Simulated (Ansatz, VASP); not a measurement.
## Two plane-wave programs on Rh

File POSCAR:

```
Rh
1.0
    2.6367956413      0.0000000000      0.0000000000
   -1.3183978206      2.2835320100      0.0000000000
    0.0000000000      0.0000000000      8.6184672829
Rh
4
Direct
    0.6666666667      0.3333333333      0.7500000000
    0.0000000000      0.0000000000      0.5000000000
    0.3333333333      0.6666666667      0.2500000000
    0.0000000000      0.0000000000      0.0000000000
```

File INCAR.step1:

```
ALGO = Normal
EDIFF = 1E-5
ENCUT = 580
GGA = PE
GGA_COMPAT = F
ISMEAR = -1
LASPH = T
LCHARG = F
LREAL = F
LWAVE = T
NBANDS = 42
NELM = 120
PREC = Accurate
SIGMA = 0.05
```

INCAR.step2

```
ALGO = Normal
EDIFF = 1E-6
ENCUT = 580
GGA_COMPAT = F
ISIF = 2
ISMEAR = -1
ISTART = 1
LASPH = T
LCHARG = T
LELF = T
LMIXTAU = T
LREAL = F
LVHAR = T
LWAVE = F
METAGGA = R2SCAN
NBANDS = 42
NELM = 120
PREC = Accurate
SIGMA = 0.05
```

The input KPOINTS:

```
k-points
0
Gamma
  11 11 3
```

The input input.yaml:

```yaml
crystal:
  lattice:
    - [2.6367956413, 0.0, 0.0]
    - [-1.3183978206, 2.28353201, 0.0]
    - [0.0, 0.0, 8.6184672829]
  atoms:
    - { symbol: Rh, position: [0.6666666667, 0.3333333333, 0.75] }
    - { symbol: Rh, position: [0.0, 0.0, 0.5] }
    - { symbol: Rh, position: [0.3333333333, 0.6666666667, 0.25] }
    - { symbol: Rh, position: [0.0, 0.0, 0.0] }
hamiltonian:
  xc: r2scan
  pseudopotentials: { kind: paw }
kpoints:
  mp_grid: { grid: [11, 11, 3] }
scf:
  occupations: { method: fermi_dirac, width: 0.05 }
output:
  forces: true
  stress: true
  eigenvalues: true
  write_density: true
  write_potential: true
  elf: true
  volumetric_format: npy
```

Alike in both runs: task single point; functional r2SCAN; k mesh 11 × 11 × 3; occupations fermi-dirac, width 0.05 eV; no spin polarisation.

|  | VASP | Ansatz |
| --- | --- | --- |
| version | VASP 6.6.1 | Ansatz 0.2.0 |
| potentials or method | VASP PAW PBE potentials, release 64 (Rh_sv_GW) | Ansatz PAW |
| plane-wave cutoff (eV) | 580 | 500 |
| valence electrons in the cell | 68 | 68 |

|  | VASP | Ansatz | Ansatz less VASP |
| --- | --- | --- | --- |
| gap on the k mesh at the Fermi level (eV) | none | none | - |
| pressure (GPa) | 17.0 | 18.8 | +1.79 |
| traceless stress, the component that is largest in VASP (GPa) | -1.15 | -1.13 | +0.019 |

VASP's potentials were made for PBE, not for r2SCAN. A gap of «none» marks a metal or a gap that the smearing closes. With one functional, cell and mesh, what is left measures potentials, basis and numerics.
